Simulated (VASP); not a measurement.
# LiAl2B2 (P3m1) in VASP: a series of runs, part 2 of 3

VASP 6.6.1.

### 3 Single point, PBE

This run uses another cell than the first one, of 12.08 Å³/atom, 1.343 times its volume.

INCAR

```
PREC = Accurate ; ENCUT = 520
EDIFF = 1E-7 ; ISMEAR = 0
SIGMA = 0.1 ; LREAL = F
LASPH = T ; NELM = 60
ALGO = Normal ; ISIF = 2
LWAVE = F ; LCHARG = F
GGA = PE ; NBANDS = 16
```

KPOINTS

```
Automatic mesh
0
Gamma
  6 6 2
```

POSCAR

```
LiAl2B2
1.0
    2.9994995632      0.0000000035      0.0000000000
   -1.4997497846      2.5976428187      0.0000000000
    0.0000000000      0.0000000000      7.7521174595
Li Al B
1 2 2
Direct
    0.0000000000      0.0000000000      0.0633337306
    0.0000000000      0.0000000000      0.4636647619
    0.3333333333      0.6666666667      0.7616191815
    0.3333333333      0.6666666667      0.2679389503
    0.6666666667      0.3333333333      0.2711205157
```

Potentials or basis: VASP PAW PBE potentials, release 64 (Li_sv, Al, B).

On the command line:

```bash
$ cat potpaw_PBE.64/Li_sv/POTCAR potpaw_PBE.64/Al/POTCAR potpaw_PBE.64/B/POTCAR > POTCAR
$ mpirun -np 1 vasp_std > vasp.out
```

OUTCAR:

```text
PREC = Accurate
   ENCUT = 520
   EDIFF = 1E-7
   ISMEAR = 0
   LREAL = F
   LASPH = T
   NELM = 60
   ISIF = 2
   GGA = PE

 ion  position               nearest neighbor table
   1  0.000  0.000  0.063-   4 2.35   4 2.35   4 2.35   5 2.37   5 2.37   5 2.37   3 2.91   3 2.91
                             3 2.91
   2  0.000  0.000  0.464-   5 2.29   5 2.29   5 2.29   4 2.30   4 2.30   4 2.30   3 2.89   3 2.89
                             3 2.89
   3  0.333  0.667  0.762-   2 2.89   2 2.89   2 2.89   1 2.91   1 2.91   1 2.91
   4  0.333  0.667  0.268-   5 1.73   5 1.73   5 1.73   2 2.30   2 2.30   2 2.30   1 2.35   1 2.35
                             1 2.35
   5  0.667  0.333  0.271-   4 1.73   4 1.73   4 1.73   2 2.29   2 2.29   2 2.29   1 2.37   1 2.37
                             1 2.37

  LATTYP: Found a hexagonal cell.
 ALAT       =     2.9994995632
 C/A-ratio  =     2.5844702745

  Lattice vectors:

 A1 = (   2.9994995632,   0.0000000035,   0.0000000000)
 A2 = (  -1.4997497846,   2.5976428187,   0.0000000000)
 A3 = (   0.0000000000,   0.0000000000,   7.7521174595)

Analysis of symmetry for initial positions (statically):
=====================================================================
 Subroutine PRICEL returns:
 Original cell was already a primitive cell.

 Routine SETGRP: Setting up the symmetry group for a
 hexagonal supercell.

 Subroutine GETGRP returns: Found  6 space group operations
 (whereof  6 operations were pure point group operations)
 out of a pool of 24 trial point group operations.

The static configuration has the point symmetry C_3v.

Analysis of symmetry for dynamics (positions and initial velocities):
=====================================================================
 Subroutine PRICEL returns:
 Original cell was already a primitive cell.

 Routine SETGRP: Setting up the symmetry group for a
 hexagonal supercell.

 Subroutine GETGRP returns: Found  6 space group operations
 (whereof  6 operations were pure point group operations)
 out of a pool of 24 trial point group operations.

The dynamic configuration has the point symmetry C_3v.

 Subroutine INISYM returns: Found  6 space group operations
 (whereof  6 operations are pure point group operations),
 and found     1 'primitive' translations

----------------------------------------------------------------------------------------

                                     Primitive cell

  volume of cell :      60.4016

  direct lattice vectors                    reciprocal lattice vectors
     2.999499563  0.000000003  0.000000000     0.333388946  0.192482199  0.000000000
    -1.499749785  2.597642819  0.000000000    -0.000000000  0.384964396  0.000000000
     0.000000000  0.000000000  7.752117459     0.000000000  0.000000000  0.128997013

  length of vectors
     2.999499563  2.999499563  7.752117459     0.384964396  0.384964396  0.128997013

  position of ions in fractional coordinates (direct lattice)
     0.000000000  0.000000000  0.063333731
     0.000000000  0.000000000  0.463664762
     0.333333333  0.666666667  0.761619182
     0.333333333  0.666666667  0.267938950
     0.666666667  0.333333333  0.271120516

  ion indices of the primitive-cell ions
[... 41 lines left out ...]
  0.333333  0.333333  0.000000      2.000000
  0.000000  0.000000  0.500000      1.000000
  0.166667  0.000000  0.500000      6.000000
  0.333333  0.000000  0.500000      6.000000
  0.500000  0.000000  0.500000      3.000000
  0.166667  0.166667  0.500000      6.000000
  0.333333  0.166667  0.500000     12.000000
  0.333333  0.333333  0.500000      2.000000
   k-points           NKPTS =     14   k-points in BZ     NKDIM =     14   number of bands    NBANDS=     16
   number of dos      NEDOS =    301   number of ions     NIONS =      5
   total plane-waves  NPLWV =  34560
   dimension x,y,z NGX =    24 NGY =   24 NGZ =   60
   dimension x,y,z NGXF=    48 NGYF=   48 NGZF=  120
   ions per type =               1   2   2
   NGX,Y,Z   is equivalent  to a cutoff of  13.30, 13.30, 12.87 a.u.
   NGXF,Y,Z  is equivalent  to a cutoff of  26.60, 26.60, 25.73 a.u.
 SYSTEM =  unknown system
   PREC   = accura    normal or accurate (medium, high low for compatibility)
   ISTART =      0    job   : 0-new  1-cont  2-samecut
   ICHARG =      2    charge: 1-file 2-atom 10-const
   ISPIN  =      1    spin polarized calculation?
   LNONCOLLINEAR =      F non collinear calculations
   LSORBIT =      F    spin-orbit coupling
   LASPH  =      T    aspherical Exc in radial PAW
   ENCUT  =  520.0 eV  38.22 Ry    6.18 a.u.   5.58  5.58 14.41*2*pi/ulx,y,z
   NELM   =     60;   NELMIN=  2; NELMDL= -5     # of ELM steps
   EDIFF  = 0.1E-06   stopping-criterion for ELM
   LREAL  =      F    real-space projection
   EDIFFG = 0.1E-05   stopping-criterion for IOM
   NSW    =      0    number of steps for IOM
   IBRION =     -1    ionic relax: 0-MD 1-quasi-New 2-CG
   NFREE  =      0    steps in history (QN), initial steepest desc. (CG)
   ISIF   =      2    stress and relaxation
   ISYM   =      2    0-nonsym 1-usesym 2-fastsym
   POTIM  = 0.5000    time-step for ionic-motion
   TEBEG  =    0.0;   TEEND  =   0.0 temperature during run
   PSTRESS=    0.0 pullay stress
   NELECT =      15.0000    total number of electrons
   NUPDOWN=      -1.0000    fix difference up-down
   EMIN   =  10.00;   EMAX   =-10.00  energy-range for DOS
   EFERMI =   0.00;   METHOD = LEGACY
   ISMEAR =     0;   SIGMA  =   0.10  broadening in eV -4-tet -1-fermi 0-gaus
   EFERMI_NEDOS =   21; number of points for ismear=-14 and -15
   IALGO  =     38    algorithm
   IMIX   =      4    mixing-type and parameters
     AMIX     =   0.40;   BMIX     =  1.00
     AMIX_MAG =   1.60;   BMIX_MAG =  1.00
  volume/ion in A,a.u.               =      12.08        81.52
  Fermi-wavevector in a.u.,A,eV,Ry     =   1.029017  1.944559 14.406872  1.058875
  Thomas-Fermi vector in A             =   2.163043
   LORBIT       =      0    0 simple, 1 ext, 2 COOP (PROOUT), +10 PAW based schemes
   GGA     = PE    functional components
   LHFCALC =     F    Hartree Fock is set to
   AEXX    =    0.0000 exact exchange contribution
   IVDW    =     0    specifies the selected vdW correction
   LEPSILON=     F    determine dielectric tensor
   LRPA    =     F    only Hartree local field effects (RPA)
 non-spin polarized calculation
 Gauss-broadening in eV      SIGMA  =   0.10
  energy-cutoff  :      520.00
  volume of cell :       60.40
 maximum number of plane-waves:      1685
 NGX is ok and might be reduce to    24
   NGX = 11   NGY = 11   NGZ = 29

 number of electron      15.0000002 magnetization

 Free energy of the ion-electron system (eV)
  ---------------------------------------------------
  ext. energy  EPLUGINS =         0.00000000
  ---------------------------------------------------
  free energy    TOTEN  =       -23.29296117 eV

  energy without entropy =      -23.28087049  energy(sigma->0) =      -23.28691583

 E-fermi :   6.1918     XC(G=0): -10.0918

 val. band max:        6.1231284900   @ k =   0.0000   0.0000   0.5000
 cond. band min:       6.2377602497   @ k =   0.3333   0.3333   0.5000
 fundamental gap:      0.1146317597
 Fermi energy:         6.1917922729

 k-point     1 :       0.0000    0.0000    0.0000
  band No.  band energies     occupation
      1     -39.4908      2.00000
      2      -7.3584      2.00000
      3      -2.8494      2.00000
      4      -0.8017      2.00000
      5       3.3366      2.00000
      6       6.1229      1.66989
[... 243 lines left out ...]
      3      -1.7953      2.00000
      4      -0.9691      2.00000
      5       3.3028      2.00000
      6       3.6365      2.00000
[... 8 lines left out ...]
     15      15.2100      0.00000
     16      15.8166      0.00000

------------------------ aborting loop because EDIFF is reached ----------------------------------------

  FORCE on cell =-STRESS in cart. coord.  units (eV):
  Direction    XX          YY          ZZ          XY          YZ          ZX
  --------------------------------------------------------------------------------------
  -------------------------------------------------------------------------------------
  Total       -0.0265374     -0.0265374     -0.0336601     -0.0000000      0.0000000      0.0000000
  in kB       -0.7039152     -0.7039152     -0.8928477     -0.0000000      0.0000000      0.0000000
  external PRESSURE =      -0.7668927 kB  Pullay stress =       0.0000000 kB

 VOLUME and BASIS-vectors are now :
 -----------------------------------------------------------------------------
  energy-cutoff  :      520.00
  volume of cell :       60.40
      direct lattice vectors                 reciprocal lattice vectors
     2.999499563  0.000000003  0.000000000     0.333388946  0.192482199  0.000000000
    -1.499749785  2.597642819  0.000000000    -0.000000000  0.384964396  0.000000000
     0.000000000  0.000000000  7.752117459     0.000000000  0.000000000  0.128997013

 POSITION                                       TOTAL-FORCE (eV/Angst)
 -----------------------------------------------------------------------------------
      0.00000      0.00000      0.49097         0.000000      0.000000     -0.005738
      0.00000      0.00000      3.59438        -0.000000     -0.000000     -0.011488
     -0.00000      1.73176      5.90416         0.000000      0.000000     -0.002142
     -0.00000      1.73176      2.07709        -0.000000      0.000000      0.009470
      1.49975      0.86588      2.10176         0.000000     -0.000000      0.009897
 -----------------------------------------------------------------------------------
    total drift:                               -0.000000     -0.000000      0.000438

  FREE ENERGIE OF THE ION-ELECTRON SYSTEM (eV)
  ---------------------------------------------------
  free  energy   TOTEN  =       -23.2929611725 eV

  energy  without entropy=      -23.2808704916  energy(sigma->0) =      -23.28691583
```

OSZICAR:

```text
N       E                     dE             d eps       ncg     rms          rms(c)
DAV:   1     0.269870790244E+02    0.26987E+02   -0.52162E+03   448   0.773E+02
DAV:   2    -0.221759071998E+02   -0.49163E+02   -0.45165E+02   584   0.155E+02
DAV:   3    -0.263840083581E+02   -0.42081E+01   -0.41685E+01   840   0.320E+01
DAV:   4    -0.264477627548E+02   -0.63754E-01   -0.63735E-01   584   0.502E+00
DAV:   5    -0.264493442717E+02   -0.15815E-02   -0.15815E-02   696   0.668E-01    0.643E+00
DAV:   6    -0.233843644158E+02    0.30650E+01   -0.58240E+00   592   0.129E+01    0.280E+00
DAV:   7    -0.233105806135E+02    0.73784E-01   -0.10559E+00   536   0.446E+00    0.147E+00
DAV:   8    -0.232944713077E+02    0.16109E-01   -0.38481E-02   656   0.113E+00    0.593E-01
DAV:   9    -0.232934045310E+02    0.10668E-02   -0.88094E-03   576   0.533E-01    0.171E-01
DAV:  10    -0.232932919835E+02    0.11255E-03   -0.16626E-03   608   0.280E-01    0.932E-02
DAV:  11    -0.232930428814E+02    0.24910E-03   -0.70459E-04   592   0.192E-01    0.606E-02
DAV:  12    -0.232929717998E+02    0.71082E-04   -0.20815E-04   552   0.100E-01    0.223E-02
DAV:  13    -0.232929618128E+02    0.99870E-05   -0.32316E-05   592   0.381E-02    0.663E-03
DAV:  14    -0.232929620115E+02   -0.19873E-06   -0.78506E-06   560   0.149E-02    0.526E-03
DAV:  15    -0.232929612251E+02    0.78645E-06   -0.18371E-06   568   0.764E-03    0.131E-03
DAV:  16    -0.232929611725E+02    0.52596E-07   -0.11483E-07   456   0.219E-03
   1 F= -.23292961E+02 E0= -.23286916E+02  d E =-.120907E-01
```

stdout:

```text
POSCAR found type information on POSCAR LiAlB
 POSCAR found :  3 types and       5 ions
 scaLAPACK will be used
 LDA part: xc-table for (Slater+PW92), standard interpolation
 POSCAR, INCAR and KPOINTS ok, starting setup
 FFT: planning ... GRIDC
 FFT: planning ... GRID_SOFT
 FFT: planning ... GRID
 WAVECAR not read
 entering main loop
```

It took 55 s on 1 thread of AMD EPYC 7R13, shared host; peak memory 0.15 GiB.

Results:

| Quantity | Value |
| --- | --- |
| Free energy | -23.2930 eV |
| Largest force | 0.011 eV/Å |

Forces in eV/Å, atoms in the order of the input:
```
Li   0.000  0.000 -0.006
Al   0.000  0.000 -0.011
Al   0.000  0.000 -0.002
B    0.000  0.000  0.009
B    0.000  0.000  0.010
```

Caveat: the k points lie up to 0.41 Å⁻¹ apart; the cutoff is under 1.25 times the usual one of these potentials, so pressure, stress and relaxed cells hold a basis-set (Pulay) error.

### 4 Relaxation of cell and atoms, PBE

INCAR

```
SYSTEM = LiAl2B2
PREC = Accurate ; ENCUT = 600
EDIFF = 1E-6 ; ISMEAR = 0
SIGMA = 0.1 ; LREAL = .FALSE.
LASPH = .TRUE. ; NELM = 80
ALGO = Normal ; ISIF = 3
LWAVE = .FALSE. ; LCHARG = .FALSE.
GGA = PE ; IBRION = 2
NSW = 90 ; EDIFFG = -0.04
```

KPOINTS

```
regular mesh
0
G
  6 6 2
  0 0 0
```

POSCAR

```
LiAl2B2
1.0
    2.4921876900      0.0000000000      0.0000000000
   -1.2460938500      2.1582978500      0.0000000000
    0.0000000000      0.0000000000      8.3589332800
Li Al B
1 2 2
Direct
    0.0000000000      0.0000000000      0.0000000000
    0.0000000000      0.0000000000      0.5242700400
    0.3333333300      0.6666666700      0.7484480600
    0.3333333300      0.6666666700      0.1954892000
    0.6666666700      0.3333333300      0.3594698400
```

Potentials or basis: VASP PAW PBE potentials, release 64 (Li_sv, Al, B).

On the command line:

```bash
$ cat potpaw_PBE.64/Li_sv/POTCAR potpaw_PBE.64/Al/POTCAR potpaw_PBE.64/B/POTCAR > POTCAR
$ mpirun -np 1 vasp_std > vasp.out
```

OUTCAR:

```text
SYSTEM = LiAl2B2
   PREC = Accurate
   ENCUT = 600
   EDIFF = 1E-6
   ISMEAR = 0
   LREAL = .FALSE.
   LASPH = .TRUE.
   NELM = 80
   ISIF = 3
   GGA = PE
   IBRION = 2
   NSW = 90
   EDIFFG = -0.04

 ion  position               nearest neighbor table
   1  0.000  0.000  0.000-   4 2.18   4 2.18   4 2.18   3 2.55   3 2.55   3 2.55
   2  0.000  0.000  0.524-   5 1.99   5 1.99   5 1.99   3 2.36   3 2.36   3 2.36
   3  0.333  0.667  0.748-   2 2.36   2 2.36   2 2.36   1 2.55   1 2.55   1 2.55
   4  0.333  0.667  0.195-   5 1.99   5 1.99   5 1.99   1 2.18   1 2.18   1 2.18
   5  0.667  0.333  0.359-   4 1.99   4 1.99   4 1.99   2 1.99   2 1.99   2 1.99

  LATTYP: Found a hexagonal cell.
 ALAT       =     2.4921876900
 C/A-ratio  =     3.3540544773

  Lattice vectors:

 A1 = (   2.4921876900,   0.0000000000,   0.0000000000)
 A2 = (  -1.2460938500,   2.1582978500,   0.0000000000)
 A3 = (   0.0000000000,   0.0000000000,   8.3589332800)

Analysis of symmetry for initial positions (statically):
=====================================================================
 Subroutine PRICEL returns:
 Original cell was already a primitive cell.

 Routine SETGRP: Setting up the symmetry group for a
 hexagonal supercell.

 Subroutine GETGRP returns: Found  6 space group operations
 (whereof  6 operations were pure point group operations)
 out of a pool of 24 trial point group operations.

The static configuration has the point symmetry C_3v.

Analysis of symmetry for dynamics (positions and initial velocities):
[... 204 lines left out ...]
 k-point     1 :       0.0000    0.0000    0.0000
  band No.  band energies     occupation
      1     -40.4119      2.00000
      2      -6.5651      2.00000
      3      -4.6341      2.00000
      4      -2.5893      2.00000
      5       0.6513      2.00000
      6       2.5780      2.00000
      7       7.2035      0.00000
      8       8.9092      0.00000
      9       8.9092      0.00000
     10      10.0486      0.00000
     11      12.8629      0.00000
[... 251 lines left out ...]
  FREE ENERGIE OF THE ION-ELECTRON SYSTEM (eV)
  ---------------------------------------------------
  free  energy   TOTEN  =       -20.0919301284 eV

  energy  without entropy=      -20.0819509212  energy(sigma->0) =      -20.08694052

[... ionic steps 4 to 22 ...]

--------------------------------------- Ionic step       23  -------------------------------------------

 number of electron      14.9999996 magnetization

------------------------ aborting loop because EDIFF is reached ----------------------------------------
[... 73 lines left out ...]
--------------------------------------- Ionic step       25  -------------------------------------------

 number of electron      14.9999992 magnetization

 Free energy of the ion-electron system (eV)
  ---------------------------------------------------
  ext. energy  EPLUGINS =         0.00000000
  ---------------------------------------------------
  free energy    TOTEN  =       -23.27418065 eV

  energy without entropy =      -23.26269519  energy(sigma->0) =      -23.26843792

 E-fermi :   6.2268     XC(G=0): -10.1034

 val. band max:        6.1608004142   @ k =   0.0000   0.0000   0.5000
 cond. band min:       6.2750174893   @ k =   0.3333   0.3333   0.5000
 fundamental gap:      0.1142170751
 Fermi energy:         6.2268094360

 k-point     1 :       0.0000    0.0000    0.0000
  band No.  band energies     occupation
      1     -39.4918      2.00000
      2      -7.3563      2.00000
      3      -2.8346      2.00000
      4      -0.7886      2.00000
      5       3.3380      2.00000
      6       6.1606      1.65063
      7       6.1606      1.65062
      8       6.7932      0.00000
      9      11.5415      0.00000
     10      11.5415      0.00000
     11      14.4447      0.00000
[... 212 lines left out ...]
  FREE ENERGIE OF THE ION-ELECTRON SYSTEM (eV)
  ---------------------------------------------------
  free  energy   TOTEN  =       -23.2741806512 eV

  energy  without entropy=      -23.2626951899  energy(sigma->0) =      -23.26843792

 reached required accuracy - stopping structural energy minimisation
```

OSZICAR:

```text
N       E                     dE             d eps       ncg     rms          rms(c)
DAV:   1     0.390760834837E+02    0.39076E+02   -0.62627E+03   308   0.133E+03
DAV:   2    -0.128503470765E+02   -0.51926E+02   -0.48563E+02   401   0.206E+02
DAV:   3    -0.172576052212E+02   -0.44073E+01   -0.40529E+01   441   0.431E+01
[... 250 lines left out ...]
DAV:   1    -0.232741970625E+02   -0.39849E-03   -0.35097E-02   308   0.189E+00    0.374E-02
DAV:   2    -0.232741914842E+02    0.55783E-05   -0.51473E-04   362   0.209E-01    0.198E-02
DAV:   3    -0.232741791180E+02    0.12366E-04   -0.29204E-05   391   0.495E-02    0.127E-02
DAV:   4    -0.232741797579E+02   -0.63982E-06   -0.12594E-05   383   0.253E-02    0.372E-03
DAV:   5    -0.232741806512E+02   -0.89338E-06   -0.11619E-06   223   0.928E-03
  25 F= -.23274181E+02 E0= -.23268438E+02  d E =-.381840E-03
```

It took 6.9 min on 1 thread of AMD EPYC 7R13, shared host; peak memory 0.14 GiB.

What came out:

| Property | Result |
| --- | --- |
| Free energy | -23.2742 eV |
| Relaxed volume | 12.04 Å³/atom |
| Relaxed cell | a = 2.994 Å, b = 2.994 Å, c = 7.754 Å, α = 90.00°, β = 90.00°, γ = 120.00° |
| Space group after relaxing (to 0.05 Å) | P3m1 (No. 156) |
| Energy gained by relaxing | 1259.5 meV/atom |
| Ionic steps | 25 |
| Pressure after relaxing | 0.0 GPa |
| Largest force after relaxing | 0.026 eV/Å |

Forces on the atoms (eV/Å):
```
Li   0.000  0.000  0.019
Al   0.000  0.000  0.022
Al   0.000  0.000 -0.024
B    0.000  0.000 -0.026
B    0.000  0.000  0.009
```

The path:
```tsv
step	energy change (eV)	largest force (eV/Å)	pressure (GPa)	volume (Å³)
1	0.0000	6.3178	52.77	44.96
2	-3.0113	1.8086	-9.45	67.12
3	-3.1155	1.5099	-3.89	61.88
4	-3.5298	1.6675	-1.19	60.47
5	-4.0074	1.5638	4.24	58.40
6	-5.1421	1.6763	15.28	54.19
7	-3.2720	5.5091	42.68	45.44
8	-5.1778	1.9507	18.25	52.63
9	-5.2127	1.8476	27.71	49.07
10	-5.3526	2.2583	22.81	50.89
11	-5.3542	2.2103	24.67	50.19
12	-5.4496	1.8853	23.08	50.43
13	-5.5085	1.5458	20.50	50.86
14	-5.6275	1.4380	18.04	51.60
15	-5.9094	1.1155	11.33	53.85
16	-6.1670	0.8934	0.64	58.56
17	-6.1741	0.8727	-0.97	59.45
18	-6.1923	0.8000	-0.78	59.40
19	-6.2369	0.5715	-0.15	59.23
20	-6.2751	0.2784	1.58	58.88
21	-6.2855	0.2276	0.58	59.51
22	-6.2921	0.1540	-1.00	60.61
23	-6.2964	0.0873	-0.47	60.42
24	-6.2973	0.0620	-0.09	60.28
25	-6.2977	0.0264	0.00	60.21
```

Final structure:
```yaml
crystal:
  lattice:
    - [2.99445, 0.00000, 0.00000]
    - [-1.49723, 2.59327, 0.00000]
    - [0.00000, 0.00000, 7.75360]
  atoms:
    - { symbol: Li, position: [0.00000, 0.00000, 0.06257] }
    - { symbol: Al, position: [0.00000, 0.00000, 0.46348] }
    - { symbol: Al, position: [0.33333, 0.66667, 0.76213] }
    - { symbol: B, position: [0.33333, 0.66667, 0.26827] }
    - { symbol: B, position: [0.66667, 0.33333, 0.27122] }
```

Caveat: the k points lie up to 0.41 Å⁻¹ apart in the final cell; the cutoff is under 1.25 times the usual one of these potentials, so pressure, stress and relaxed cells hold a basis-set (Pulay) error; the volume moved by over 15 % at a fixed basis, so the end points are rough.

(Part 2 of 3 ends here.)
